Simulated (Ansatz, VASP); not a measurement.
**WSe2 in VASP and in Ansatz**

```
W Se
1.0
     3.31447    0.00000    0.00000
    -1.65724    2.87042    0.00000
     0.00000    0.00000   17.85132
W Se
1 2
Direct
  0.33333 0.66667 0.00000
  0.66667 0.33333 0.90694
  0.66667 0.33333 0.09306
```

Alike in both runs: functional r2SCAN; k mesh 9 × 9 × 2; occupations gaussian, width 0.02 eV; no spin polarisation.

Ansatz relaxed the structure, and its values are those at the end. VASP's run is a single point on that final structure, the one shown.

```csv
,VASP,Ansatz
version,VASP 6.6.1,Ansatz 0.2.0
potentials or method,"VASP PAW PBE potentials, release 64 (W_sv, Se), cutoff 520 eV","scalar-relativistic, plane waves, PAW"
valence electrons in the cell,26,46
```

Ansatz gave:

| Property | Result |
| --- | --- |
| gap on the k mesh at the Fermi level (eV) | 1.64 |
| least direct gap on the mesh (eV) | 1.64 |
| rms of the force components (eV/Å) | 0.002 |

Q: Estimate VASP's values.

A: gap on the k mesh at the Fermi level (eV): 1.64; least direct gap on the mesh (eV): 1.64; rms of the force components (eV/Å): 0.019.

VASP's potentials were made for PBE, not for r2SCAN. The functional is the same, so the differences come from potentials, cutoffs and numerics. VASP's potentials hold 26 valence electrons a cell and Ansatz's 46, so a difference there can come from the potentials and not from the codes.

Spin-orbit coupling is off throughout.
